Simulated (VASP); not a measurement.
A run of VASP 6.6.1 is set up as follows.

The input INCAR:

```
PREC = Accurate
ENCUT = 520
EDIFF = 1E-6
ISMEAR = 0
SIGMA = 0.02
LREAL = False
LASPH = True
NELM = 60
ALGO = Normal
ISIF = 2
LWAVE = False
LCHARG = True
LDIPOL = True
IDIPOL = 3
DIPOL = 0.5 0.5 0.500
GGA = PE
IVDW = 12
LELF = True
LVHAR = True
LVACPOTAV = True
NBANDS = 16
```

File KPOINTS:

```
Automatic mesh
0
Gamma
  12 12 1
```

POSCAR

```
BN
1.0
    2.5087620658      0.0000000000      0.0000000000
   -1.2543810329      2.1726516810      0.0000000000
    0.0000000000      0.0000000000     32.6000000000
B N
2 2
Direct
    0.0000000000      0.0000000000      0.4483816760
    0.6666666667      0.3333333333      0.5516183240
    0.6666666667      0.3333333333      0.4483290092
    0.0000000000      0.0000000000      0.5516709908
```

Potentials or basis: VASP PAW PBE potentials, release 64 (B, N).

Launch:

```bash
$ cat potpaw_PBE.64/B/POTCAR potpaw_PBE.64/N/POTCAR > POTCAR
$ mpirun -np 1 vasp_std > vasp.out
```

(1) What does it give for the dispersion energy per atom?

(2) What does it give for the band gap on the k mesh?

(3) Predict the largest force.

Results:

(1) -0.105 eV.

(2) 4.50 eV (least direct gap 4.72 eV).

(3) 0.005 eV/Å.
